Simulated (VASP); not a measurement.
# Be2PtF (R-3m) in VASP: a series of runs

Runs on Be2PtF. Level: PBE. Tasks: single point, relaxation of cell and atoms.

Program: VASP 6.6.1. These are calculated values, not measurements. Logs are shortened: lines on timing, memory, paths and dates and some standing lists are left out, and cuts for length are marked.

## Step 1: The cell of the first run

It takes space group R-3m (No. 166, trigonal). The conventional cell has a = 2.742 Å, b = 2.742 Å, c = 19.569 Å, α = 90.00°, β = 90.00°, γ = 120.00°. Within 2.9 Å of Be (site symmetry 3m) lie 3 F at 2.17 Å and 3 Pt at 2.38 Å and 6 Be at 2.74 Å. Within 3.1 Å of Pt (site symmetry -3m) lie 6 Be at 2.38 Å and 6 Pt at 2.74 Å. F (site symmetry -3m) has 6 Be at 2.17 Å and 6 F at 2.74 Å within 2.9 Å.

## Step 2: Single point, PBE

File INCAR:

```
SYSTEM = Be2PtF
ALGO     = Normal         ! electronic algorithm
EDIFF    = 1E-7           ! SCF threshold, eV
ENCUT    = 520            ! plane-wave cutoff, eV
GGA      = PE             ! functional
ISIF     = 2              ! what is computed and relaxed
ISMEAR   = 0              ! smearing method
LASPH    = .True.         ! aspherical terms in the spheres
LCHARG   = .False.        ! write CHGCAR
LREAL    = .False.        ! projectors in reciprocal space
LWAVE    = .False.        ! write WAVECAR
NBANDS   = 18             ! bands
NELM     = 80             ! most SCF steps
PREC     = Accurate       ! precision mode
SIGMA    = 0.1            ! smearing width, eV
```

File KPOINTS:

```
k-points
0
Gamma
  6 6 6
  0 0 0
```

File POSCAR:

```
Be2PtF
1.0
    1.3708096919      0.7914373446      6.5231293335
   -1.3708096919      0.7914373446      6.5231293335
    0.0000000000     -1.5828746893      6.5231293335
Be Pt F
2 1 1
Direct
    0.2428409619      0.2428409619      0.2428409619
    0.7571590381      0.7571590381      0.7571590381
    0.0000000000      0.0000000000      0.0000000000
    0.5000000000      0.5000000000      0.5000000000
```

Potentials or basis: VASP PAW PBE potentials, release 64 (Be, Pt, F).

Started as:

```console
> cat potpaw_PBE.64/Be/POTCAR potpaw_PBE.64/Pt/POTCAR potpaw_PBE.64/F/POTCAR > POTCAR
> mpirun -np 1 vasp_std > vasp.out
```

OUTCAR:

```text
SYSTEM = Be2PtF
   EDIFF = 1E-7
   ENCUT = 520
   GGA = PE
   ISIF = 2
   ISMEAR = 0
   LASPH = .True.
   LREAL = .False.
   NELM = 80
   PREC = Accurate

 ion  position               nearest neighbor table
   1  0.243  0.243  0.243-   3 2.38   3 2.38   3 2.38
   2  0.757  0.757  0.757-   3 2.38   3 2.38   3 2.38
   3  0.000  0.000  0.000-   2 2.38   2 2.38   1 2.38   1 2.38   2 2.38   1 2.38
   4  0.500  0.500  0.500-

  LATTYP: Found a trigonal (rhomboedric) cell.
 ALAT       =     6.7124294099
 COS(alpha) =     0.9165887047

  Lattice vectors:

 A1 = (   1.3708096919,   0.7914373446,   6.5231293335)
 A2 = (  -1.3708096919,   0.7914373446,   6.5231293335)
 A3 = (   0.0000000000,  -1.5828746893,   6.5231293335)

Analysis of symmetry for initial positions (statically):
=====================================================================
 Subroutine PRICEL returns:
 Original cell was already a primitive cell.

 Routine SETGRP: Setting up the symmetry group for a
 trigonal (rhombohedral) supercell.

 Subroutine GETGRP returns: Found 12 space group operations
 (whereof 12 operations were pure point group operations)
 out of a pool of 12 trial point group operations.

The static configuration has the point symmetry D_3d.

Analysis of symmetry for dynamics (positions and initial velocities):
=====================================================================
 Subroutine PRICEL returns:
 Original cell was already a primitive cell.

 Routine SETGRP: Setting up the symmetry group for a
 trigonal (rhombohedral) supercell.

 Subroutine GETGRP returns: Found 12 space group operations
 (whereof 12 operations were pure point group operations)
 out of a pool of 12 trial point group operations.

The dynamic configuration has the point symmetry D_3d.

 Subroutine INISYM returns: Found 12 space group operations
 (whereof 12 operations are pure point group operations),
 and found     1 'primitive' translations

----------------------------------------------------------------------------------------

                                     Primitive cell

  volume of cell :      42.4620

  direct lattice vectors                    reciprocal lattice vectors
     1.370809692  0.791437345  6.523129334     0.364747932  0.210587317  0.051100218
    -1.370809692  0.791437345  6.523129334    -0.364747932  0.210587317  0.051100218
     0.000000000 -1.582874689  6.523129334     0.000000000 -0.421174633  0.051100218

  length of vectors
     6.712429410  6.712429410  6.712429410     0.424263248  0.424263248  0.424263248

  position of ions in fractional coordinates (direct lattice)
     0.242840962  0.242840962  0.242840962
     0.757159038  0.757159038  0.757159038
     0.000000000  0.000000000  0.000000000
     0.500000000  0.500000000  0.500000000

  ion indices of the primitive-cell ions
   primitive index   ion index
                 1           1
                 2           2
                 3           3
                 4           4

----------------------------------------------------------------------------------------

 KPOINTS: k-points

Automatic generation of k-mesh.
 Grid dimensions read from file:
 generate k-points for:    6    6    6

 Generating k-lattice:

  Cartesian coordinates                     Fractional coordinates (reciprocal lattice)
     0.060791322  0.035097886  0.008516703     0.166666667  0.000000000 -0.000000000
    -0.060791322  0.035097886  0.008516703     0.000000000  0.166666667 -0.000000000
     0.000000000 -0.070195772  0.008516703    -0.000000000 -0.000000000  0.166666667

  Length of vectors
     0.070710541  0.070710541  0.070710541

  Shift w.r.t. Gamma in fractional coordinates (k-lattice)
     0.000000000  0.000000000  0.000000000

 Subroutine IBZKPT returns following result:
 ===========================================

 Found     32 irreducible k-points:

 Following reciprocal coordinates:
            Coordinates               Weight
  0.000000  0.000000  0.000000      1.000000
  0.166667  0.000000  0.000000      6.000000
  0.333333  0.000000  0.000000      6.000000
  0.500000 -0.000000  0.000000      3.000000
  0.166667  0.166667  0.000000      6.000000
  0.333333  0.166667  0.000000     12.000000
[... 16 lines left out ...]
  0.500000  0.500000  0.166667      6.000000
 -0.333333  0.500000  0.166667     12.000000
 [... further k-points ...]
   k-points           NKPTS =     32   k-points in BZ     NKDIM =     32   number of bands    NBANDS=     18
   number of dos      NEDOS =    301   number of ions     NIONS =      4
   total plane-waves  NPLWV = 125000
   dimension x,y,z NGX =    50 NGY =   50 NGZ =   50
   dimension x,y,z NGXF=   100 NGYF=  100 NGZF=  100
   ions per type =               2   1   1
   NGX,Y,Z   is equivalent  to a cutoff of  12.38, 12.38, 12.38 a.u.
   NGXF,Y,Z  is equivalent  to a cutoff of  24.77, 24.77, 24.77 a.u.
 SYSTEM =  Be2PtF
   PREC   = accura    normal or accurate (medium, high low for compatibility)
   ISTART =      0    job   : 0-new  1-cont  2-samecut
   ICHARG =      2    charge: 1-file 2-atom 10-const
   ISPIN  =      1    spin polarized calculation?
   LNONCOLLINEAR =      F non collinear calculations
   LSORBIT =      F    spin-orbit coupling
   LASPH  =      T    aspherical Exc in radial PAW
   ENCUT  =  520.0 eV  38.22 Ry    6.18 a.u.  12.48 12.48 12.48*2*pi/ulx,y,z
   NELM   =     80;   NELMIN=  2; NELMDL= -5     # of ELM steps
   EDIFF  = 0.1E-06   stopping-criterion for ELM
   LREAL  =      F    real-space projection
   EDIFFG = 0.1E-05   stopping-criterion for IOM
   NSW    =      0    number of steps for IOM
   IBRION =     -1    ionic relax: 0-MD 1-quasi-New 2-CG
   NFREE  =      0    steps in history (QN), initial steepest desc. (CG)
   ISIF   =      2    stress and relaxation
   ISYM   =      2    0-nonsym 1-usesym 2-fastsym
   POTIM  = 0.5000    time-step for ionic-motion
   TEBEG  =    0.0;   TEEND  =   0.0 temperature during run
   PSTRESS=    0.0 pullay stress
   NELECT =      21.0000    total number of electrons
   NUPDOWN=      -1.0000    fix difference up-down
   EMIN   =  10.00;   EMAX   =-10.00  energy-range for DOS
   EFERMI =   0.00;   METHOD = LEGACY
   ISMEAR =     0;   SIGMA  =   0.10  broadening in eV -4-tet -1-fermi 0-gaus
   EFERMI_NEDOS =   21; number of points for ismear=-14 and -15
   IALGO  =     38    algorithm
   IMIX   =      4    mixing-type and parameters
     AMIX     =   0.40;   BMIX     =  1.00
     AMIX_MAG =   1.60;   BMIX_MAG =  1.00
  volume/ion in A,a.u.               =      10.62        71.64
  Fermi-wavevector in a.u.,A,eV,Ry     =   1.294636  2.446507 22.804478  1.676082
  Thomas-Fermi vector in A             =   2.426206
   LORBIT       =      0    0 simple, 1 ext, 2 COOP (PROOUT), +10 PAW based schemes
   GGA     = PE    functional components
   LHFCALC =     F    Hartree Fock is set to
   AEXX    =    0.0000 exact exchange contribution
   IVDW    =     0    specifies the selected vdW correction
   LEPSILON=     F    determine dielectric tensor
   LRPA    =     F    only Hartree local field effects (RPA)
 non-spin polarized calculation
 Gauss-broadening in eV      SIGMA  =   0.10
  energy-cutoff  :      520.00
  volume of cell :       42.46
 maximum number of plane-waves:      1153
 NGX is ok and might be reduce to    50
   NGX = 25   NGY = 25   NGZ = 25

 number of electron      21.0000000 magnetization

 Free energy of the ion-electron system (eV)
  ---------------------------------------------------
  ext. energy  EPLUGINS =         0.00000000
  ---------------------------------------------------
  free energy    TOTEN  =       -18.74517601 eV

  energy without entropy =      -18.74062279  energy(sigma->0) =      -18.74289940

 E-fermi :   7.9144     XC(G=0): -11.3368

 val. band max:        7.8418031296   @ k =  -0.1667   0.3333   0.1667
 cond. band min:       7.9918375525   @ k =   0.5000   0.3333   0.0000
 fundamental gap:      0.1500344229
 Fermi energy:         7.9144364549

 k-point     1 :       0.0000    0.0000    0.0000
  band No.  band energies     occupation
      1     -18.1059      2.00000
      2      -2.4715      2.00000
      3      -1.3415      2.00000
      4       1.6823      2.00000
      5       2.0732      2.00000
      6       2.0732      2.00000
[... 10 lines left out ...]
     17      18.4620      0.00000
     18      18.4620      0.00000

 k-point     2 :       0.1667    0.0000    0.0000
  band No.  band energies     occupation
      1     -17.9582      2.00000
      2      -1.6013      2.00000
      3      -1.0081      2.00000
      4       0.9936      2.00000
      5       1.9202      2.00000
      6       2.2550      2.00000
[... 10 lines left out ...]
     17      18.0026      0.00000
     18      18.2058      0.00000

 k-point     3 :       0.3333    0.0000    0.0000
  band No.  band energies     occupation
      1     -17.6470      2.00000
      2      -0.7253      2.00000
      3      -0.4334      2.00000
      4       0.2724      2.00000
      5       1.6259      2.00000
      6       1.9803      2.00000
[... 10 lines left out ...]
     17      17.3976      0.00000
     18      17.9035      0.00000

 k-point     4 :       0.5000   -0.0000    0.0000
  band No.  band energies     occupation
      1     -17.4818      2.00000
      2      -1.1635      2.00000
      3      -0.1930      2.00000
      4       0.1751      2.00000
      5       1.4840      2.00000
      6       1.6703      2.00000
[... 10 lines left out ...]
     17      16.9890      0.00000
     18      17.1562      0.00000

 k-point     5 :       0.1667    0.1667    0.0000
  band No.  band energies     occupation
      1     -17.9581      2.00000
      2      -1.6828      2.00000
      3      -0.8913      2.00000
      4       0.9903      2.00000
      5       1.9204      2.00000
      6       2.1937      2.00000
[... 10 lines left out ...]
     17      18.1581      0.00000
     18      18.2934      0.00000

 k-point     6 :       0.3333    0.1667    0.0000
  band No.  band energies     occupation
      1     -17.7274      2.00000
      2      -0.7953      2.00000
      3      -0.1956      2.00000
      4       0.5687      2.00000
      5       1.4925      2.00000
      6       1.8588      2.00000
[... 10 lines left out ...]
     17      16.0165      0.00000
     18      18.8170      0.00000

 k-point     7 :       0.5000    0.1667    0.0000
  band No.  band energies     occupation
      1     -17.4840      2.00000
      2      -0.7958      2.00000
      3      -0.0870      2.00000
      4       0.9388      2.00000
      5       0.9795      2.00000
      6       1.9866      2.00000
[... 10 lines left out ...]
     17      15.5341      0.00000
     18      17.8142      0.00000

 k-point     8 :      -0.3333    0.1667   -0.0000
  band No.  band energies     occupation
      1     -17.4840      2.00000
      2      -0.7983      2.00000
      3      -0.0578      2.00000
      4       0.9524      2.00000
      5       0.9646      2.00000
      6       1.9911      2.00000
[... 10 lines left out ...]
     17      15.5687      0.00000
     18      18.4057      0.00000
[... 229 lines left out ...]
     17      18.1587      0.00000
     18      19.0238      0.00000

 k-point    20 :       0.5000    0.3333    0.1667
  band No.  band energies     occupation
      1     -17.7273      2.00000
      2      -0.9906      2.00000
      3      -0.0654      2.00000
      4       0.8218      2.00000
      5       1.4962      2.00000
      6       1.7479      2.00000
[... 10 lines left out ...]
     17      16.0024      0.00000
     18      18.8201      0.00000

 k-point    21 :      -0.3333    0.3333    0.1667
  band No.  band energies     occupation
      1     -17.4840      2.00000
      2      -0.7697      2.00000
      3      -0.0567      2.00000
      4       0.9359      2.00000
      5       0.9780      2.00000
      6       1.7953      2.00000
[... 10 lines left out ...]
     17      15.4849      0.00000
     18      17.2150      0.00000

 k-point    22 :      -0.1667    0.3333    0.1667
  band No.  band energies     occupation
      1     -17.4841      2.00000
      2      -0.7760      2.00000
      3       0.0112      2.00000
      4       0.9292      2.00000
      5       0.9779      2.00000
      6       1.7767      2.00000
[... 10 lines left out ...]
     17      15.5393      0.00000
     18      17.9870      0.00000

 k-point    23 :       0.5000    0.5000    0.1667
  band No.  band energies     occupation
      1     -17.6469      2.00000
      2      -0.7076      2.00000
      3      -0.4880      2.00000
      4       0.5172      2.00000
      5       1.4225      2.00000
      6       1.6321      2.00000
[... 10 lines left out ...]
     17      16.8985      0.00000
     18      18.3358      0.00000

 k-point    24 :      -0.3333    0.5000    0.1667
  band No.  band energies     occupation
      1     -17.4841      2.00000
      2      -0.7457      2.00000
      3       0.0106      2.00000
      4       0.9273      2.00000
      5       0.9866      2.00000
      6       1.6047      2.00000
[... 10 lines left out ...]
     17      15.4646      0.00000
     18      17.1002      0.00000

 [... further k-points ...]
[... 5 lines left out ...]
  --------------------------------------------------------------------------------------
  -------------------------------------------------------------------------------------
  Total       -0.0906795     -0.0906795      0.0489622      0.0000000     -0.0000000      0.0000000
  in kB       -3.4215183     -3.4215183      1.8474396      0.0000000     -0.0000000      0.0000000
  external PRESSURE =      -1.6651990 kB  Pullay stress =       0.0000000 kB

 VOLUME and BASIS-vectors are now :
 -----------------------------------------------------------------------------
  energy-cutoff  :      520.00
  volume of cell :       42.46
      direct lattice vectors                 reciprocal lattice vectors
     1.370809692  0.791437345  6.523129334     0.364747932  0.210587317  0.051100218
    -1.370809692  0.791437345  6.523129334    -0.364747932  0.210587317  0.051100218
     0.000000000 -1.582874689  6.523129334     0.000000000 -0.421174633  0.051100218

 POSITION                                       TOTAL-FORCE (eV/Angst)
 -----------------------------------------------------------------------------------
      0.00000     -0.00000      4.75225         0.000000      0.000000     -0.007275
      0.00000     -0.00000     14.81714         0.000000     -0.000000      0.007275
      0.00000      0.00000      0.00000         0.000000     -0.000000      0.000000
      0.00000     -0.00000      9.78469         0.000000     -0.000000     -0.000000
 -----------------------------------------------------------------------------------
    total drift:                               -0.000000     -0.000000     -0.000000

  FREE ENERGIE OF THE ION-ELECTRON SYSTEM (eV)
  ---------------------------------------------------
  free  energy   TOTEN  =       -18.7451760149 eV

  energy  without entropy=      -18.7406227865  energy(sigma->0) =      -18.74289940
```

It took 4.4 min on 1 thread of AMD EPYC, shared host; peak memory 0.32 GiB.

What came out:

```yaml
Free_energy: -18.7452 eV
Pressure: -0.2 GPa
Largest_force: 0.007 eV/Å
```

Forces in eV/Å, atoms in the order of the input:
```
Be   0.000  0.000 -0.007
Be   0.000  0.000  0.007
Pt   0.000  0.000  0.000
F    0.000  0.000  0.000
```

Caveat: the k points lie up to 0.44 Å⁻¹ apart; spin-orbit coupling is left out, which moves the levels of the heavy elements; an odd number of electrons without spin polarisation forces a metal; a magnetic or distorted state may lie lower.

## Step 3: Relaxation of cell and atoms, PBE

This run uses another cell than the first one, of 10.05 Å³/atom, 0.947 times its volume.

File INCAR:

```
ALGO = Normal
EDIFF = 1E-7
EDIFFG = -0.04
ENCUT = 600
GGA = PE
IBRION = 2
ISIF = 3
ISMEAR = 0
LASPH = True
LCHARG = False
LREAL = False
LWAVE = False
NELM = 80
NSW = 90
PREC = Accurate
SIGMA = 0.1
```

File KPOINTS:

```
k-points
0
Gamma
  6 6 6
```

File POSCAR:

```
Be2PtF
1.0
    1.4884347920      0.8593482278      5.2376890933
   -1.4884347920      0.8593482278      5.2376890933
    0.0000000000     -1.7186964557      5.2376890933
Be Pt F
2 1 1
Direct
    0.2220000000      0.2220000000      0.2220000000
    0.7780000000      0.7780000000      0.7780000000
    0.0000000000      0.0000000000      0.0000000000
    0.5000000000      0.5000000000      0.5000000000
```

Potentials or basis: VASP PAW PBE potentials, release 64 (Be, Pt, F).

Started as:

```console
> cat potpaw_PBE.64/Be/POTCAR potpaw_PBE.64/Pt/POTCAR potpaw_PBE.64/F/POTCAR > POTCAR
> mpirun -np 1 vasp_std > vasp.out
```

Wall time 29 min (1 thread of AMD EPYC, shared host); peak memory 0.33 GiB.

Results (log left out):

| Property | Result |
| --- | --- |
| Free energy | -18.7284 eV |
| Relaxed volume | 10.58 Å³/atom |
| Relaxed cell | a = 6.680 Å, b = 6.680 Å, c = 6.680 Å, α = 23.70°, β = 23.70°, γ = 23.70° |
| Space group after relaxing (to 0.05 Å) | R-3m (No. 166) |
| Energy gained by relaxing | 448.5 meV/atom |
| Ionic steps | 13 |
| Pressure after relaxing | -0.2 GPa |
| Largest force after relaxing | 0.018 eV/Å |

Forces on the atoms (eV/Å):
```
Be   0.000  0.000  0.018
Be   0.000  0.000 -0.018
Pt   0.000  0.000  0.000
F    0.000  0.000  0.000
```

Stress tensor (GPa, compression positive):
```
-0.33  0.00  0.00
 0.00 -0.33  0.00
 0.00  0.00  0.14
```

Step by step:
```tsv
step	energy change (eV)	largest force (eV/Å)	pressure (GPa)	volume (Å³)
1	0.0000	2.5792	8.35	40.20
2	-0.6454	1.8817	-1.34	43.32
3	-0.9995	1.0483	-8.39	47.16
4	-1.0324	0.8639	-9.72	48.50
5	-1.3015	1.2799	4.90	44.84
6	-1.3291	0.7103	0.88	45.62
7	-1.5376	0.8408	0.41	45.06
8	-1.6529	1.2116	-0.04	43.96
9	-1.7572	0.0668	-4.91	43.75
10	-1.7575	0.1283	-4.75	43.76
11	-1.7609	0.1115	6.27	40.66
12	-1.7894	0.0289	0.56	42.12
13	-1.7939	0.0175	-0.17	42.30
```

Final structure:
```
Be Pt F
1.0
     1.37176    0.79199    6.48923
    -1.37176    0.79199    6.48923
     0.00000   -1.58398    6.48923
Be Pt F
2 1 1
Direct
  0.24265 0.24265 0.24265
  0.75735 0.75735 0.75735
  0.00000 0.00000 0.00000
  0.50000 0.50000 0.50000
```

Levels at points of the mesh, in eV from the Fermi level:
| k point | band 8 | band 9 | band 10 | band 11 | band 12 | band 13 | band 14 |
| --- | --- | --- | --- | --- | --- | --- | --- |
| (0.00, 0.00, 0.00) | -4.56 | -3.75 | -2.38 | -2.38 | 0.20 | 5.24 | 9.79 |
| (0.50, 0.00, 0.00) | -3.31 | -2.59 | -1.20 | -0.69 | 2.21 | 3.94 | 5.59 |
| (0.50, 0.50, 0.00) | -3.34 | -2.10 | -0.69 | -0.11 | 1.59 | 3.49 | 6.07 |
| (0.50, 0.50, 0.50) | -4.56 | -4.56 | -2.37 | -2.37 | 1.26 | 4.24 | 9.52 |

Caveat: the k points lie up to 0.44 Å⁻¹ apart in the final cell; spin-orbit coupling is left out, which moves the levels of the heavy elements; an odd number of electrons without spin polarisation forces a metal; a magnetic or distorted state may lie lower.
